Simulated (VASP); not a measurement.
# Ti: single point with PBE

Ti:

```xyz
4
Lattice="2.9353 0.0000 0.0000 -1.4677 2.5421 0.0000 0.0000 0.0000 9.3706" Properties=species:S:1:pos:R:3 pbc="T T T"
Ti    1.4677    2.5421    9.3706
Ti    1.4677    2.5421    4.6853
Ti    0.0000    1.6947    2.3427
Ti    1.4677    0.8474    7.0280
```

```yaml
Program: VASP 6.6.1
Task: single point
Functional: PBE
Potentials_or_basis: VASP PAW PBE potentials, release 64 (Ti_sv)
Cutoff: 520 eV
k_mesh: 14 × 14 × 4
Occupations: fermi-dirac, width 0.05 eV
Spin: collinear spin
Starting_moments: "[1.0, 1.0, 1.0, 1.0] μB"
```

```yaml
Pressure: -0.2 GPa
Band_gap_on_the_k_mesh: zero (filled and empty bands overlap)
Net_moment: 0.00 μB per cell
Valence_electrons_inside_the_program's_atomic_spheres: Ti 10.24
```

Levels at points of the mesh, in eV from the Fermi level:
Spin up:
```
           k point  band 20  band 21  band 22  band 23  band 24  band 25  band 26  band 27  band 28  band 29
(0.00, 0.00, 0.00)    -2.60     0.11     0.13     0.66     0.66     0.73     0.73     0.77     0.94     1.05
(0.50, 0.00, 0.00)    -1.86    -1.30    -1.19    -1.04    -0.12     0.08     0.59     1.10     1.39     1.82
(0.00, 0.00, 0.50)    -2.97     0.19     0.19     0.65     0.65     0.79     0.79     0.79     0.79     0.95
(0.50, 0.00, 0.50)    -2.29    -1.48    -1.48    -0.23    -0.23     0.70     0.70     0.92     0.92     1.38
```
Spin down:
```csv
k point,band 20,band 21,band 22,band 23,band 24,band 25,band 26,band 27,band 28,band 29
"(0.00, 0.00, 0.00)",-2.60,0.11,0.13,0.66,0.66,0.73,0.73,0.77,0.94,1.04
"(0.50, 0.00, 0.00)",-1.86,-1.30,-1.19,-1.04,-0.12,0.09,0.59,1.10,1.39,1.82
"(0.00, 0.00, 0.50)",-2.97,0.19,0.19,0.65,0.65,0.79,0.79,0.79,0.79,0.95
"(0.50, 0.00, 0.50)",-2.29,-1.48,-1.48,-0.23,-0.23,0.70,0.70,0.92,0.92,1.38
```

Wall time 11 min on 1 thread of Intel Xeon 8259CL, on a shared host, peak memory 0.38 GiB.
